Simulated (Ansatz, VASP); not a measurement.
LaYO in VASP and in Ansatz

```
La Y O
1.0
     3.73680    0.00000    0.00000
    -1.86840    3.23616    0.00000
     0.00000    0.00000    7.12328
La Y O
1 1 1
Direct
  0.00000 0.00000 0.50000
  0.66667 0.33333 0.00000
  0.33333 0.66667 0.00000
```

Change from the starting cell: species swapped into the ErNiAs type (P-6m2, No. 187).

Alike in both runs: functional PBE; k mesh 6 × 6 × 4; occupations gaussian, width 0.1 eV; no spin polarisation.

Ansatz relaxed the structure, and its values are those at the end. VASP's run is a single point on that final structure, the one shown.

```csv
,VASP,Ansatz
version,VASP 6.6.1,Ansatz 0.2.0
potentials or method,"VASP PAW PBE potentials, release 64 (La, Y_sv, O), cutoff 600 eV","scalar-relativistic, plane waves, PAW"
valence electrons in the cell,28,28
```

Ansatz gave:

* gap on the k mesh at the Fermi level (eV): none
* pressure (GPa): 0.1

**Question.** Estimate VASP's values.

**Answer.** gap on the k mesh at the Fermi level (eV): none; pressure (GPa): 0.0.

A gap of «none» marks a metal or a gap that the smearing closes.

Spin-orbit coupling is off throughout.
